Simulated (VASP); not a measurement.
In3GaAs4: single point with PBE

The system is In3GaAs4.

```
CELL_PARAMETERS angstrom
4.06902 0.00000 0.00000
0.00000 4.06902 0.00000
0.00000 0.00000 11.50894
ATOMIC_POSITIONS crystal
In 0.00000 0.00000 0.00000
In 0.50000 0.50000 0.25000
In 0.50000 0.50000 0.75000
Ga 0.00000 0.00000 0.50000
As 0.50000 0.00000 0.12500
As 0.00000 0.50000 0.37500
As 0.50000 0.00000 0.62500
As 0.00000 0.50000 0.87500
```

| Quantity | Value |
| --- | --- |
| Program | VASP 6.6.1 |
| Task | single point |
| Functional | PBE |
| Potentials or basis | VASP PAW PBE potentials, release 64 (In_d, Ga_d, As) |
| Cutoff | 520 eV |
| k mesh | 4 × 4 × 2 |
| Occupations | gaussian, width 0.1 eV |
| Spin | no spin polarisation |
| Dipole correction | no |
| Further INCAR settings | ALGO = Normal; EDIFF = 1e-06; NBANDS = 46 |

The pressure is 13.3 GPa, the largest force is 1.669 eV/Å and the band gap on the k mesh is 0.42 eV, direct.

Forces on the atoms (eV/Å):
```
In   0.000  0.000  0.000
In   0.000  0.000  0.107
In   0.000  0.000 -0.107
Ga   0.000  0.000  0.000
As   0.000  0.000  0.002
As   0.000  0.000  1.669
As   0.000  0.000 -1.669
As   0.000  0.000 -0.002
```

Stress tensor (GPa, compression positive):
```
13.64  0.00  0.00
 0.00 13.64  0.00
 0.00  0.00 12.66
```

Levels at points of the mesh, in eV from the valence-band top:
```
           k point  band 33  band 34  band 35  band 36  band 37  band 38  band 39  band 40
(0.00, 0.00, 0.00)    -1.70    -0.01     0.00     0.00     0.42     1.32     1.86     2.08
(0.50, 0.00, 0.00)    -1.24    -1.23    -1.16    -1.13     0.91     1.38     2.69     3.01
(0.50, 0.50, 0.00)    -2.82    -2.80    -2.80    -2.77     1.32     1.32     1.70     2.09
(0.00, 0.00, 0.50)    -0.72    -0.72    -0.62    -0.62     1.38     1.50     2.02     2.32
(0.50, 0.00, 0.50)    -1.31    -1.24    -1.24    -1.15     1.73     2.29     2.36     2.44
(0.50, 0.50, 0.50)    -3.17    -3.16    -3.12    -3.12     2.35     2.35     2.43     2.43
```

Wall time 74 s on 1 thread of Intel(R) Xeon(R) 6975P-C (Granite Rapids), on a shared host, peak memory 0.33 GiB.

Caveat: spin-orbit coupling is left out, which moves the levels of the heavy elements; forces of over 1 eV/Å act on the atoms, so gaps and moduli don't describe the material at rest. A k mesh can miss the band edges.
